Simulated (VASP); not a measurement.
# AlRu (WC type) (P-6m2) in VASP: a series of runs

Runs on AlRu (WC type). Level: PBE. Tasks: single point.

All numbers are computed with VASP 6.6.1; they aren't measurements. Logs are shortened: lines on timing, memory, paths and dates and some standing lists are left out, and cuts for length are marked.

## (1) The cell of the first run

It takes space group P-6m2 (No. 187, hexagonal). The conventional cell has a = 2.826 Å, b = 2.826 Å, c = 3.840 Å, α = 90.00°, β = 90.00°, γ = 120.00°. Within 3.3 Å of Ru (site symmetry -6m2) lie 6 Al at 2.52 Å and 6 Ru at 2.83 Å. Within 3.3 Å of Al (site symmetry -6m2) lie 6 Ru at 2.52 Å and 6 Al at 2.83 Å.

## (2) Single point, PBE (13.28 Å³/atom)

The input, INCAR:

```
SYSTEM = AlRu
ALGO = Normal ; EDIFF = 1E-7
ENCUT = 520 ; GGA = PE
ISIF = 2 ; ISMEAR = -1
LASPH = .TRUE. ; LCHARG = .TRUE.
LELF = .TRUE. ; LREAL = .FALSE.
LVHAR = .TRUE. ; LWAVE = .FALSE.
NBANDS = 16 ; NELM = 100
PREC = Accurate ; SIGMA = 0.05
```

The input, KPOINTS:

```
k-points
0
G
  13 13 12
  0 0 0
```

The input, POSCAR:

```
AlRu
1.0
    2.8264217728      0.0000000000      0.0000000000
   -1.4132108864      2.4477530570      0.0000000000
    0.0000000000      0.0000000000      3.8400166018
Ru Al
1 1
Direct
    0.0000000000      0.0000000000      0.0000000000
    0.3333333333      0.6666666667      0.5000000000
```

Potentials or basis: VASP PAW PBE potentials, release 64 (Ru_pv, Al).

Launch:

```bash
$ cat potpaw_PBE.64/Ru_pv/POTCAR potpaw_PBE.64/Al/POTCAR > POTCAR
$ mpirun -np 1 vasp_std > vasp.out
```

OUTCAR:

```text
SYSTEM = AlRu
   EDIFF = 1E-7
   ENCUT = 520
   GGA = PE
   ISIF = 2
   ISMEAR = -1
   LASPH = .TRUE.
   LREAL = .FALSE.
   NELM = 100
   PREC = Accurate

 ion  position               nearest neighbor table
   1  0.000  0.000  0.000-   2 2.52   2 2.52   2 2.52   2 2.52   2 2.52   2 2.52
   2  0.333  0.667  0.500-   1 2.52   1 2.52   1 2.52   1 2.52   1 2.52   1 2.52

  LATTYP: Found a hexagonal cell.
 ALAT       =     2.8264217728
 C/A-ratio  =     1.3586141455

  Lattice vectors:

 A1 = (   2.8264217728,   0.0000000000,   0.0000000000)
 A2 = (  -1.4132108864,   2.4477530570,   0.0000000000)
 A3 = (   0.0000000000,   0.0000000000,   3.8400166018)

Analysis of symmetry for initial positions (statically):
=====================================================================
 Subroutine PRICEL returns:
 Original cell was already a primitive cell.

 Routine SETGRP: Setting up the symmetry group for a
 hexagonal supercell.

 Subroutine GETGRP returns: Found 12 space group operations
 (whereof 12 operations were pure point group operations)
 out of a pool of 24 trial point group operations.

The static configuration has the point symmetry D_3h.

Analysis of symmetry for dynamics (positions and initial velocities):
=====================================================================
 Subroutine PRICEL returns:
 Original cell was already a primitive cell.

 Routine SETGRP: Setting up the symmetry group for a
 hexagonal supercell.

 Subroutine GETGRP returns: Found 12 space group operations
 (whereof 12 operations were pure point group operations)
 out of a pool of 24 trial point group operations.

The dynamic configuration has the point symmetry D_3h.

 Subroutine INISYM returns: Found 12 space group operations
 (whereof 12 operations are pure point group operations),
 and found     1 'primitive' translations

----------------------------------------------------------------------------------------

                                     Primitive cell

  volume of cell :      26.5667

  direct lattice vectors                    reciprocal lattice vectors
     2.826421773  0.000000000  0.000000000     0.353804237  0.204268972  0.000000000
    -1.413210886  2.447753057  0.000000000     0.000000000  0.408537943  0.000000000
     0.000000000  0.000000000  3.840016602     0.000000000  0.000000000  0.260415541

  length of vectors
     2.826421773  2.826421773  3.840016602     0.408537943  0.408537943  0.260415541

[... 79 lines left out ...]
   NELM   =    100;   NELMIN=  2; NELMDL= -5     # of ELM steps
   EDIFF  = 0.1E-06   stopping-criterion for ELM
   LREAL  =      F    real-space projection
   EDIFFG = 0.1E-05   stopping-criterion for IOM
   NSW    =      0    number of steps for IOM
   IBRION =     -1    ionic relax: 0-MD 1-quasi-New 2-CG
   NFREE  =      0    steps in history (QN), initial steepest desc. (CG)
   ISIF   =      2    stress and relaxation
   ISYM   =      2    0-nonsym 1-usesym 2-fastsym
   POTIM  = 0.5000    time-step for ionic-motion
   TEBEG  =    0.0;   TEEND  =   0.0 temperature during run
   PSTRESS=    0.0 pullay stress
   NELECT =      17.0000    total number of electrons
   NUPDOWN=      -1.0000    fix difference up-down
   EMIN   =  10.00;   EMAX   =-10.00  energy-range for DOS
   EFERMI =   0.00;   METHOD = LEGACY
   ISMEAR =    -1;   SIGMA  =   0.05  broadening in eV -4-tet -1-fermi 0-gaus
   EFERMI_NEDOS =   21; number of points for ismear=-14 and -15
   IALGO  =     38    algorithm
   IMIX   =      4    mixing-type and parameters
     AMIX     =   0.40;   BMIX     =  1.00
     AMIX_MAG =   1.60;   BMIX_MAG =  1.00
  volume/ion in A,a.u.               =      13.28        89.64
  Fermi-wavevector in a.u.,A,eV,Ry     =   1.410734  2.665901 27.077927  1.990171
  Thomas-Fermi vector in A             =   2.532658
   LORBIT       =      0    0 simple, 1 ext, 2 COOP (PROOUT), +10 PAW based schemes
   GGA     = PE    functional components
   LHFCALC =     F    Hartree Fock is set to
   AEXX    =    0.0000 exact exchange contribution
   IVDW    =     0    specifies the selected vdW correction
   LEPSILON=     F    determine dielectric tensor
   LRPA    =     F    only Hartree local field effects (RPA)
 non-spin polarized calculation
  energy-cutoff  :      520.00
  volume of cell :       26.57
 maximum number of plane-waves:       728
 NGX is ok and might be reduce to    24
   NGX = 11   NGY = 11   NGZ = 15

 number of electron      17.0000000 magnetization

 Free energy of the ion-electron system (eV)
  ---------------------------------------------------
  ext. energy  EPLUGINS =         0.00000000
  ---------------------------------------------------
  free energy    TOTEN  =       -13.84603209 eV

  energy without entropy =      -13.83431476  energy(sigma->0) =      -13.84017343

 E-fermi :  11.1073     XC(G=0): -12.5906

 val. band max:       11.0989970921   @ k =   0.2308   0.0769   0.2500
 cond. band min:      11.1167105117   @ k =   0.1538   0.1538   0.3333
 fundamental gap:      0.0177134195
 Fermi energy:        11.1072768380

 k-point     1 :       0.0000    0.0000    0.0000
  band No.  band energies     occupation
      1     -30.9997      2.00000
      2     -30.9322      2.00000
      3     -30.9322      2.00000
      4       0.9605      2.00000
      5       6.6828      2.00000
      6       9.2592      2.00000
[... 433 lines left out ...]
      3     -30.9582      2.00000
      4       1.6604      2.00000
      5       7.1231      2.00000
      6       8.7959      2.00000
[... 8 lines left out ...]
     15      24.2967      0.00000
     16      26.3390      0.00000

 [... further k-points ...]

------------------------ aborting loop because EDIFF is reached ----------------------------------------

  FORCE on cell =-STRESS in cart. coord.  units (eV):
  Direction    XX          YY          ZZ          XY          YZ          ZX
  --------------------------------------------------------------------------------------
  -------------------------------------------------------------------------------------
  Total        2.2173616      2.2173616      2.2121139      0.0000000      0.0000000     -0.0000000
  in kB      133.7240210    133.7240210    133.4075474      0.0000000      0.0000000     -0.0000000
  external PRESSURE =     133.6185298 kB  Pullay stress =       0.0000000 kB

 VOLUME and BASIS-vectors are now :
 -----------------------------------------------------------------------------
  energy-cutoff  :      520.00
  volume of cell :       26.57
      direct lattice vectors                 reciprocal lattice vectors
     2.826421773  0.000000000  0.000000000     0.353804237  0.204268972  0.000000000
    -1.413210886  2.447753057  0.000000000     0.000000000  0.408537943  0.000000000
     0.000000000  0.000000000  3.840016602     0.000000000  0.000000000  0.260415541

 POSITION                                       TOTAL-FORCE (eV/Angst)
 -----------------------------------------------------------------------------------
      0.00000      0.00000      0.00000         0.000000     -0.000000      0.000000
     -0.00000      1.63184      1.92001        -0.000000      0.000000      0.000000
 -----------------------------------------------------------------------------------
    total drift:                                0.000000     -0.000000      0.000000

  FREE ENERGIE OF THE ION-ELECTRON SYSTEM (eV)
  ---------------------------------------------------
  free  energy   TOTEN  =       -13.8460320939 eV

  energy  without entropy=      -13.8343147614  energy(sigma->0) =      -13.84017343
```

Wall time 31 s (1 thread of Intel Xeon Platinum 8488C (Sapphire Rapids), shared host); peak memory 0.19 GiB.

What came out:

```
Free energy            : -13.8460 eV
Pressure               : 13.4 GPa
Band gap on the k mesh : zero (an odd number of electrons rules out a gap without spin polarisation)
```

Levels at points of the mesh, in eV from the Fermi level:
| k point | band 6 | band 7 | band 8 | band 9 | band 10 | band 11 |
| --- | --- | --- | --- | --- | --- | --- |
| (0.00, 0.00, 0.00) | -1.85 | -1.85 | 0.03 | 0.03 | 0.03 | 6.81 |
| (0.00, 0.00, 0.50) | -2.04 | -1.81 | -1.81 | -0.27 | -0.27 | 10.10 |

Caveat: the cell stands under pressure.

## (3) Single point, PBE

This run uses another cell than the first one, of 14.13 Å³/atom.

The input, INCAR:

```
SYSTEM = AlRu
  ALGO = Normal
  EDIFF = 1E-7
  ENCUT = 520
  GGA = PE
  ISIF = 2
  ISMEAR = -1
  LASPH = .TRUE.
  LCHARG = .FALSE.
  LREAL = .FALSE.
  LWAVE = .FALSE.
  NBANDS = 16
  NELM = 60
  PREC = Accurate
  SIGMA = 0.05
```

KPOINTS is that of step 2.

The input, POSCAR:

```
AlRu
1.0
    2.8955344505      0.0000000000      0.0000000000
   -1.4477672252      2.5076063916      0.0000000000
    0.0000000000      0.0000000000      3.8924381045
Ru Al
1 1
Direct
    0.0000000000      0.0000000000      0.0000000000
    0.3333333333      0.6666666667      0.5000000000
```

Potentials or basis: VASP PAW PBE potentials, release 64 (Ru_pv, Al).

Launch:

```bash
$ cat potpaw_PBE.64/Ru_pv/POTCAR potpaw_PBE.64/Al/POTCAR > POTCAR
$ mpirun -np 1 vasp_std > vasp.out
```

Run time: 34 s. Hardware: 1 thread of Intel Xeon Platinum 8488C (Sapphire Rapids), shared host; peak memory 0.2 GiB.

The run converged. Its results:

| Property | Result |
| --- | --- |
| Free energy | -13.9133 eV |
| Pressure | 0.0 GPa |
| Band gap on the k mesh | zero (an odd number of electrons rules out a gap without spin polarisation) |

Levels at points of the mesh, in eV from the Fermi level:
```
           k point  band 4  band 5  band 6  band 7  band 8  band 9  band 10  band 11  band 12  band 13
(0.00, 0.00, 0.00)   -9.72   -4.03   -1.68   -1.68    0.01    0.01     0.14     6.59    11.69    11.92
(0.00, 0.00, 0.50)   -7.68   -6.07   -1.79   -1.64   -1.64   -0.28    -0.28    10.15    11.69    12.28
```
